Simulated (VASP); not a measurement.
# RbBr in VASP: a series of runs

Runs on RbBr. Level: PBE. Tasks: single point.

Program: VASP 6.6.1. These are calculated values, not measurements. Logs are shortened: lines on timing, memory, paths and dates and some standing lists are left out, and cuts for length are marked.

## Step 1: The cell of the first run

The structure is tetragonal, space group P4mm (No. 99). The conventional cell has a = 4.193 Å, b = 4.193 Å, c = 4.193 Å, α = 90.00°, β = 90.00°, γ = 90.00°. Rb (site symmetry 4mm) has 8 Br at 3.23 to 4.15 Å and 6 Rb at 4.19 Å within 4.3 Å. Within 4.3 Å of Br (site symmetry 4mm) lie 8 Rb at 3.23 to 4.15 Å and 6 Br at 4.19 Å.

## Step 2: Single point, PBE (atoms displaced along a vibrational mode)

INCAR reads:

```
SYSTEM = RbBr
ALGO = Normal ; EDIFF = 1E-6
ENCUT = 520 ; GGA = PE
ISIF = 2 ; ISMEAR = 0
LASPH = .True. ; LCHARG = .False.
LREAL = .False. ; LWAVE = .False.
NBANDS = 15 ; NELM = 100
PREC = Accurate ; SIGMA = 0.05
```

KPOINTS reads:

```
k-points
0
Gamma
  6 6 6
  0 0 0
```

POSCAR reads:

```
RbBr
1.0
    4.1929021031      0.0000000000      0.0000000000
    0.0000000000      4.1929021031      0.0000000000
    0.0000000000      0.0000000000      4.1929021031
Rb Br
1 1
Direct
   -0.0925781756      0.0000000000      0.0000000000
    0.5990244918      0.5000000000      0.5000000000
```

Potentials or basis: VASP PAW PBE potentials, release 64 (Rb_sv, Br).

Run with:

```bash
cat potpaw_PBE.64/Rb_sv/POTCAR potpaw_PBE.64/Br/POTCAR > POTCAR
mpirun -np 1 vasp_std > vasp.out
```

OUTCAR:

```text
SYSTEM = RbBr
   EDIFF = 1E-6
   ENCUT = 520
   GGA = PE
   ISIF = 2
   ISMEAR = 0
   LASPH = .True.
   LREAL = .False.
   NELM = 100
   PREC = Accurate

 ion  position               nearest neighbor table
   1  0.907  0.000  0.000-   2 3.23   2 3.23   2 3.23   2 3.23   2 4.15   2 4.15   2 4.15   2 4.15

   2  0.599  0.500  0.500-   1 3.23   1 3.23   1 3.23   1 3.23   1 4.15   1 4.15   1 4.15   1 4.15

  LATTYP: Found a simple cubic cell.
 ALAT       =     4.1929021031

  Lattice vectors:

 A1 = (   4.1929021031,   0.0000000000,   0.0000000000)
 A2 = (   0.0000000000,   4.1929021031,   0.0000000000)
 A3 = (   0.0000000000,   0.0000000000,   4.1929021031)

Analysis of symmetry for initial positions (statically):
=====================================================================
 Subroutine PRICEL returns:
 Original cell was already a primitive cell.

 Routine SETGRP: Setting up the symmetry group for a
 simple cubic supercell.

 Subroutine GETGRP returns: Found  8 space group operations
 (whereof  8 operations were pure point group operations)
 out of a pool of 48 trial point group operations.

The static configuration has the point symmetry C_4v.

Analysis of symmetry for dynamics (positions and initial velocities):
=====================================================================
 Subroutine PRICEL returns:
 Original cell was already a primitive cell.

 Routine SETGRP: Setting up the symmetry group for a
 simple cubic supercell.

 Subroutine GETGRP returns: Found  8 space group operations
 (whereof  8 operations were pure point group operations)
 out of a pool of 48 trial point group operations.

The dynamic configuration has the point symmetry C_4v.

 Subroutine INISYM returns: Found  8 space group operations
 (whereof  8 operations are pure point group operations),
 and found     1 'primitive' translations

----------------------------------------------------------------------------------------

                                     Primitive cell

  volume of cell :      73.7130

  direct lattice vectors                    reciprocal lattice vectors
     4.192902103  0.000000000  0.000000000     0.238498294  0.000000000  0.000000000
     0.000000000  4.192902103  0.000000000     0.000000000  0.238498294  0.000000000
     0.000000000  0.000000000  4.192902103     0.000000000  0.000000000  0.238498294

  length of vectors
     4.192902103  4.192902103  4.192902103     0.238498294  0.238498294  0.238498294

  position of ions in fractional coordinates (direct lattice)
     0.907421824  0.000000000  0.000000000
     0.599024492  0.500000000  0.500000000

  ion indices of the primitive-cell ions
   primitive index   ion index
                 1           1
                 2           2

----------------------------------------------------------------------------------------

 KPOINTS: k-points

Automatic generation of k-mesh.
 Grid dimensions read from file:
 generate k-points for:    6    6    6

 Generating k-lattice:

  Cartesian coordinates                     Fractional coordinates (reciprocal lattice)
     0.039749716  0.000000000  0.000000000     0.166666667  0.000000000  0.000000000
     0.000000000  0.039749716  0.000000000     0.000000000  0.166666667  0.000000000
     0.000000000  0.000000000  0.039749716     0.000000000  0.000000000  0.166666667

  Length of vectors
     0.039749716  0.039749716  0.039749716

  Shift w.r.t. Gamma in fractional coordinates (k-lattice)
     0.000000000  0.000000000  0.000000000

 Subroutine IBZKPT returns following result:
 ===========================================

 Found     40 irreducible k-points:

 Following reciprocal coordinates:
            Coordinates               Weight
  0.000000  0.000000  0.000000      1.000000
  0.166667  0.000000  0.000000      2.000000
  0.000000  0.166667  0.000000      4.000000
  0.333333  0.000000  0.000000      2.000000
  0.000000  0.333333  0.000000      4.000000
  0.500000  0.000000  0.000000      1.000000
[... 16 lines left out ...]
  0.166667  0.166667  0.166667      8.000000
  0.333333  0.166667  0.166667      8.000000
 [... further k-points ...]
   k-points           NKPTS =     40   k-points in BZ     NKDIM =     40   number of bands    NBANDS=     15
   number of dos      NEDOS =    301   number of ions     NIONS =      2
   total plane-waves  NPLWV =  32768
   dimension x,y,z NGX =    32 NGY =   32 NGZ =   32
   dimension x,y,z NGXF=    64 NGYF=   64 NGZF=   64
   ions per type =               1   1
   NGX,Y,Z   is equivalent  to a cutoff of  12.69, 12.69, 12.69 a.u.
   NGXF,Y,Z  is equivalent  to a cutoff of  25.38, 25.38, 25.38 a.u.
 SYSTEM =  RbBr
   PREC   = accura    normal or accurate (medium, high low for compatibility)
   ISTART =      0    job   : 0-new  1-cont  2-samecut
   ICHARG =      2    charge: 1-file 2-atom 10-const
   ISPIN  =      1    spin polarized calculation?
   LNONCOLLINEAR =      F non collinear calculations
   LSORBIT =      F    spin-orbit coupling
   LASPH  =      T    aspherical Exc in radial PAW
   ENCUT  =  520.0 eV  38.22 Ry    6.18 a.u.   7.80  7.80  7.80*2*pi/ulx,y,z
   NELM   =    100;   NELMIN=  2; NELMDL= -5     # of ELM steps
   EDIFF  = 0.1E-05   stopping-criterion for ELM
   LREAL  =      F    real-space projection
[... 7 lines left out ...]
   TEBEG  =    0.0;   TEEND  =   0.0 temperature during run
   PSTRESS=    0.0 pullay stress
   NELECT =      16.0000    total number of electrons
   NUPDOWN=      -1.0000    fix difference up-down
   EMIN   =  10.00;   EMAX   =-10.00  energy-range for DOS
   EFERMI =   0.00;   METHOD = LEGACY
   ISMEAR =     0;   SIGMA  =   0.05  broadening in eV -4-tet -1-fermi 0-gaus
   EFERMI_NEDOS =   21; number of points for ismear=-14 and -15
   IALGO  =     38    algorithm
   IMIX   =      4    mixing-type and parameters
     AMIX     =   0.40;   BMIX     =  1.00
     AMIX_MAG =   1.60;   BMIX_MAG =  1.00
  volume/ion in A,a.u.               =      36.86       248.72
  Fermi-wavevector in a.u.,A,eV,Ry     =   0.983860  1.859226 13.170182  0.967981
  Thomas-Fermi vector in A             =   2.115050
   LORBIT       =      0    0 simple, 1 ext, 2 COOP (PROOUT), +10 PAW based schemes
   GGA     = PE    functional components
   LHFCALC =     F    Hartree Fock is set to
   AEXX    =    0.0000 exact exchange contribution
   IVDW    =     0    specifies the selected vdW correction
   LEPSILON=     F    determine dielectric tensor
   LRPA    =     F    only Hartree local field effects (RPA)
 non-spin polarized calculation
 Gauss-broadening in eV      SIGMA  =   0.05
  energy-cutoff  :      520.00
  volume of cell :       73.71
 maximum number of plane-waves:      2008
 NGX is ok and might be reduce to    32
   NGX = 15   NGY = 15   NGZ = 15

 number of electron      16.0000000 magnetization

 Free energy of the ion-electron system (eV)
  ---------------------------------------------------
  ext. energy  EPLUGINS =         0.00000000
  ---------------------------------------------------
  free energy    TOTEN  =        -5.79386246 eV

  energy without entropy =       -5.79386246  energy(sigma->0) =       -5.79386246

 E-fermi :  -0.6144     XC(G=0):  -7.6325

 val. band max:       -0.9471536915   @ k =   0.0000   0.5000   0.1667
 cond. band min:       3.0370220822   @ k =   0.0000   0.0000   0.0000
 fundamental gap:      3.9841757737
 Fermi energy:        -0.6144339247

 k-point     1 :       0.0000    0.0000    0.0000
  band No.  band energies     occupation
      1     -25.8999      2.00000
      2     -13.5471      2.00000
      3      -9.9262      2.00000
      4      -9.9262      2.00000
      5      -9.9047      2.00000
      6      -1.2374      2.00000
      7      -1.1295      2.00000
      8      -1.1295      2.00000
      9       3.0370      0.00000
     10       4.5751      0.00000
     11       5.9039      0.00000
     12       8.5273      0.00000
     13       9.3685      0.00000
     14       9.3965      0.00000
     15       9.3965      0.00000

 k-point     2 :       0.1667    0.0000    0.0000
  band No.  band energies     occupation
      1     -25.8957      2.00000
      2     -13.5379      2.00000
      3      -9.9557      2.00000
      4      -9.9170      2.00000
      5      -9.9170      2.00000
      6      -1.6059      2.00000
      7      -1.1314      2.00000
      8      -1.1314      2.00000
      9       3.6290      0.00000
     10       4.7399      0.00000
     11       6.3965      0.00000
     12       8.6286      0.00000
     13       8.9248      0.00000
     14       8.9248      0.00000
     15       9.4671      0.00000

 k-point     3 :       0.0000    0.1667    0.0000
  band No.  band energies     occupation
      1     -25.8951      2.00000
      2     -13.5590      2.00000
      3      -9.9754      2.00000
      4      -9.9110      2.00000
      5      -9.8648      2.00000
      6      -1.5618      2.00000
      7      -1.1874      2.00000
      8      -1.1739      2.00000
      9       3.6010      0.00000
     10       5.0792      0.00000
     11       5.8153      0.00000
     12       8.4000      0.00000
     13       8.4385      0.00000
     14       9.6045      0.00000
     15       9.9648      0.00000
[... 343 lines left out ...]
 k-point    23 :       0.1667    0.1667    0.1667
  band No.  band energies     occupation
      1     -25.8864      2.00000
      2     -13.5373      2.00000
      3     -10.0059      2.00000
      4      -9.9919      2.00000
      5      -9.8409      2.00000
      6      -1.6689      2.00000
      7      -1.4083      2.00000
      8      -1.3786      2.00000
      9       4.4431      0.00000
     10       5.6558      0.00000
     11       6.2755      0.00000
     12       7.7326      0.00000
     13       8.1943      0.00000
     14       8.9841      0.00000
     15      10.3252      0.00000

 k-point    24 :       0.3333    0.1667    0.1667
  band No.  band energies     occupation
      1     -25.8784      2.00000
      2     -13.5016      2.00000
      3     -10.1176      2.00000
      4      -9.9702      2.00000
      5      -9.8536      2.00000
      6      -2.0135      2.00000
      7      -1.4656      2.00000
      8      -1.3901      2.00000
      9       5.3973      0.00000
     10       5.9026      0.00000
     11       6.9145      0.00000
     12       7.2562      0.00000
     13       7.4677      0.00000
     14       9.0358      0.00000
     15      10.5344      0.00000

 [... further k-points ...]

------------------------ aborting loop because EDIFF is reached ----------------------------------------

  FORCE on cell =-STRESS in cart. coord.  units (eV):
  Direction    XX          YY          ZZ          XY          YZ          ZX
  --------------------------------------------------------------------------------------
  -------------------------------------------------------------------------------------
  Total        0.7061202      1.4241876      1.4241876      0.0000000      0.0000000     -0.0000000
  in kB       15.3477618     30.9551991     30.9551991      0.0000000      0.0000000     -0.0000000
  external PRESSURE =      25.7527200 kB  Pullay stress =       0.0000000 kB

 VOLUME and BASIS-vectors are now :
 -----------------------------------------------------------------------------
  energy-cutoff  :      520.00
  volume of cell :       73.71
      direct lattice vectors                 reciprocal lattice vectors
     4.192902103  0.000000000  0.000000000     0.238498294  0.000000000  0.000000000
     0.000000000  4.192902103  0.000000000     0.000000000  0.238498294  0.000000000
     0.000000000  0.000000000  4.192902103     0.000000000  0.000000000  0.238498294

 POSITION                                       TOTAL-FORCE (eV/Angst)
 -----------------------------------------------------------------------------------
      3.80473      0.00000      0.00000         0.548205      0.000000     -0.000000
      2.51165      2.09645      2.09645        -0.548205     -0.000000      0.000000
 -----------------------------------------------------------------------------------
    total drift:                                0.000066     -0.000000      0.000001

  FREE ENERGIE OF THE ION-ELECTRON SYSTEM (eV)
  ---------------------------------------------------
  free  energy   TOTEN  =        -5.7938624639 eV

  energy  without entropy=       -5.7938624639  energy(sigma->0) =       -5.79386246
```

Run time: 27 s. Hardware: 1 thread of Intel Xeon Platinum 8488C (Sapphire Rapids), shared host; peak memory 0.19 GiB.

Results:

```
Free energy            : -5.7939 eV
Pressure               : 2.6 GPa
Largest force          : 0.548 eV/Å
Band gap on the k mesh : 3.98 eV (least direct gap 4.17 eV)
```

Forces in eV/Å, atoms in the order of the input:
```
Rb   0.548  0.000  0.000
Br  -0.548  0.000  0.000
```

Caveat: the cell differs from its parent crystal (atoms displaced along a vibrational mode). A k mesh can miss the band edges.

## Step 3: Single point, PBE (atoms displaced along a vibrational mode, the cell strained)

INCAR reads:

```
PREC     = Accurate       # precision mode
ENCUT    = 520            # plane-wave cutoff, eV
EDIFF    = 1E-6           # SCF threshold, eV
ISMEAR   = 0              # smearing method
SIGMA    = 0.05           # smearing width, eV
LREAL    = False          # projectors in reciprocal space
LASPH    = True           # aspherical terms in the spheres
NELM     = 100            # most SCF steps
ALGO     = Normal         # electronic algorithm
ISIF     = 2              # what is computed and relaxed
LWAVE    = False          # write WAVECAR
LCHARG   = False          # write CHGCAR
GGA      = PE             # functional
NBANDS   = 15             # bands
```

KPOINTS reads:

```
Automatic mesh
0
Gamma
  6 6 6
```

POSCAR reads:

```
RbBr
1.0
    4.0251860190      0.0000000000      0.0000000000
    0.0000000000      4.0251860190      0.0000000000
    0.0000000000      0.0000000000      4.1929021031
Rb Br
1 1
Direct
   -0.0231445439      0.0000000000      0.0000000000
    0.5247561230      0.5000000000      0.5000000000
```

Potentials or basis: VASP PAW PBE potentials, release 64 (Rb_sv, Br).

Run with:

```bash
cat potpaw_PBE.64/Rb_sv/POTCAR potpaw_PBE.64/Br/POTCAR > POTCAR
mpirun -np 1 vasp_std > vasp.out
```

Wall time 41 s (1 thread of Intel Xeon Platinum 8488C (Sapphire Rapids), shared host); peak memory 0.21 GiB.

The run converged. Its results:

```
Free energy            : -5.9536 eV
Pressure               : 1.7 GPa
Largest force          : 0.190 eV/Å
Band gap on the k mesh : 4.12 eV (least direct gap 4.27 eV)
```

Forces on the atoms (eV/Å):
```
Rb   0.190  0.000  0.000
Br  -0.190  0.000  0.000
```

Stress tensor (GPa, compression positive):
```
2.02 0.00 0.00
0.00 2.14 0.00
0.00 0.00 0.91
```

Levels at points of the mesh, in eV from the valence-band top:
```tsv
k point	band 5	band 6	band 7	band 8	band 9	band 10	band 11	band 12
(0.00, 0.00, 0.00)	-9.08	-0.35	-0.16	-0.15	4.12	5.42	5.62	9.82
(0.50, 0.00, 0.00)	-9.03	-1.87	-0.45	-0.20	6.78	7.22	7.90	8.73
(0.00, 0.50, 0.00)	-9.03	-1.87	-0.47	-0.19	6.79	7.18	7.86	8.44
(0.50, 0.50, 0.00)	-9.01	-1.17	-1.16	-0.20	5.35	5.98	7.68	7.71
(0.00, 0.00, 0.50)	-9.04	-1.85	-0.26	-0.23	6.72	7.13	7.54	8.53
(0.50, 0.00, 0.50)	-9.00	-1.20	-1.11	-0.01	5.24	6.29	8.01	8.17
(0.00, 0.50, 0.50)	-9.00	-1.19	-1.10	0.00	5.25	6.35	8.02	8.16
(0.50, 0.50, 0.50)	-9.28	-1.50	-1.49	-1.42	8.03	8.13	8.38	9.45
```

Caveat: the cell differs from its parent crystal (atoms displaced along a vibrational mode, the cell strained).
